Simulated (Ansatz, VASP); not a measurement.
## Two plane-wave programs on BN

```
B N
1.0
     2.54395    0.00000    0.00000
    -1.27197    2.20313    0.00000
     0.00000    0.00000    4.37613
B N
2 2
Cartesian
  0.0000 1.4688 -0.0043
  1.2720 0.7344 2.1838
  0.0000 1.4688 1.6453
  1.2720 0.7344 3.8334
```

Change from the starting cell: uniaxial_z strain +4.0%.

Alike in both runs: task single point; functional PBE; k mesh 12 × 12 × 6; occupations fermi-dirac, width 0.02 eV; no spin polarisation.

|  | VASP | Ansatz |
| --- | --- | --- |
| version | VASP 6.6.1 | Ansatz 0.2.0 |
| potentials or method | VASP PAW PBE potentials, release 64 (B, N) | plane waves, PAW |
| plane-wave cutoff (eV) | 520 | 420 |
| valence electrons in the cell | 16 | 16 |

Ansatz gave:

- gap on the k mesh at the Fermi level (eV): 5.29
- pressure (GPa): -8.5
- traceless stress, the component that is largest in VASP (GPa): -22.07
- rms of the force components (eV/Å): 0.033

Q: Which values does VASP return?

A: gap on the k mesh at the Fermi level (eV): 5.27; pressure (GPa): -8.4; traceless stress, the component that is largest in VASP (GPa): -22.29; rms of the force components (eV/Å): 0.040.

Atom by atom the forces differ by 0.007 eV/Å (rms over components).
